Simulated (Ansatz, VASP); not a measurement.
CaSe: VASP beside Ansatz

The input INCAR:

```
PREC = Accurate
ENCUT = 520
EDIFF = 1E-8
ISMEAR = -1
SIGMA = 0.02
LREAL = False
LASPH = True
NELM = 80
ALGO = Normal
ISIF = 2
LWAVE = False
LCHARG = False
GGA = PE
LEFG = True
NBANDS = 15
```

KPOINTS

```
Automatic mesh
0
Gamma
  7 7 7
```

The input POSCAR:

```
CaSe
1.0
    0.0000000000      2.9311584894      2.9311584894
    2.9311584894      0.0000000000      2.9311584894
    2.9311584894      2.9311584894      0.0000000000
Ca Se
1 1
Direct
    0.0000000000      0.0000000000      0.0000000000
    0.5000000000      0.5000000000      0.5000000000
```

Input for Ansatz:

```yaml
crystal:
  lattice:
    - [0.0, 2.9311584894, 2.9311584894]
    - [2.9311584894, 0.0, 2.9311584894]
    - [2.9311584894, 2.9311584894, 0.0]
  atoms:
    - { symbol: Ca, position: [0.0, 0.0, 0.0] }
    - { symbol: Se, position: [0.5, 0.5, 0.5] }
kpoints:
  mp_grid: { grid: [7, 7, 7] }
scf:
  occupations: { method: fermi_dirac, width: 0.02 }
hamiltonian:
  xc: pbe
  pseudopotentials: { kind: paw }
output:
  forces: true
  stress: true
  eigenvalues: true
  efg: { contact_densities: true }
```

Change from the starting cell: volume scaled by 0.975, PAW files.

Alike in both runs: task electric field gradients; functional PBE; k mesh 7 × 7 × 7; occupations fermi-dirac, width 0.02 eV; no spin polarisation.

```csv
,VASP,Ansatz
version,VASP 6.6.1,Ansatz 0.2.0
potentials or method,"VASP PAW PBE potentials, release 64 (Ca_sv, Se)","PAW with Ansatz's default frozen-core files, scalar-relativistic"
plane-wave cutoff (eV),520,420
valence electrons in the cell,16,26
```

```csv
,VASP,Ansatz,Ansatz less VASP
gap on the k mesh at the Fermi level (eV),2.02,2.03,+0.011
pressure (GPa),2.8,2.6,-0.20
```

VASP's potentials hold 16 valence electrons a cell and Ansatz's 26, so a difference there can come from the potentials and not from the codes.
